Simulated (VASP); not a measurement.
Crystal: GaP.

```
Ga P
1.0
     0.00000    2.72525    2.72525
     2.72525    0.00000    2.72525
     2.72525    2.72525    0.00000
Ga P
1 1
Cartesian
  0.0000 0.0000 0.0000
  1.3626 1.3626 1.3626
```

```yaml
Program: VASP 6.6.1
Task: relaxation of cell and atoms
Functional: PBE
Potentials_or_basis: VASP PAW PBE potentials, release 64 (Ga_d, P)
Cutoff: 500 eV
k_mesh: 8 × 8 × 8
Occupations: gaussian, width 0.02 eV
Spin: no spin polarisation
```

At the start: pressure 2.5 GPa; volume 20.24 Å³/atom.

Where does the relaxation end?

Over 3 steps the energy falls by 4.6 meV/atom and the volume is 20.86 Å³/atom (+3.0 %); space group F-43m (No. 216, to 0.1 Å) before and after.

The path:
```tsv
step	energy change (eV)	largest force (eV/Å)	pressure (GPa)	volume (Å³)
1	0.0000	0.0000	2.47	40.48
2	-0.0070	0.0000	-1.09	42.34
3	-0.0092	0.0000	0.00	41.71
```

Final structure:
```cif
data_structure
_symmetry_space_group_name_H-M 'P 1'
_symmetry_Int_Tables_number 1
_cell_length_a 3.8928
_cell_length_b 3.8928
_cell_length_c 3.8928
_cell_angle_alpha 60.000
_cell_angle_beta 60.000
_cell_angle_gamma 60.000
_cell_volume 41.71
loop_
_atom_site_label
_atom_site_type_symbol
_atom_site_fract_x
_atom_site_fract_y
_atom_site_fract_z
_atom_site_occupancy
Ga1 Ga 0.00000 0.00000 0.00000 1
P1 P 0.25000 0.25000 0.25000 1
```
